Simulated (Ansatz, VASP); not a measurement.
One calculation of Ru, two programs

```
CELL_PARAMETERS angstrom
2.69011 0.00000 0.00000
-1.34505 2.32970 0.00000
0.00000 0.00000 24.49960
ATOMIC_POSITIONS crystal
Ru 0.00000 0.00000 0.32900
Ru 0.33333 0.66667 0.41264
Ru 0.00000 0.00000 0.50000
Ru 0.33333 0.66667 0.58736
Ru 0.00000 0.00000 0.67100
```

Alike in both runs: functional PBEsol; k mesh 15 × 15 × 1; occupations fermi-dirac, width 0.05 eV; no spin polarisation.

Ansatz relaxed the structure, and its values are those at the end. VASP's run is a single point on that final structure, the one shown.

```csv
,VASP,Ansatz
version,VASP 6.6.1,Ansatz 0.2.0
potentials or method,"VASP PAW PBE potentials, release 64 (Ru_pv)","PAW with Ansatz's default frozen-core files, scalar-relativistic"
plane-wave cutoff (eV),520,420
valence electrons in the cell,70,80
```

|  | VASP | Ansatz | Ansatz less VASP |
| --- | --- | --- | --- |
| rms of the force components (eV/Å) | 0.006 | 0.003 | -0.0025 |

VASP's potentials were made for PBE, not for PBEsol. VASP's potentials hold 70 valence electrons a cell and Ansatz's 80, so a difference there can come from the potentials and not from the codes. Ansatz's warnings: stress scf threshold loose.
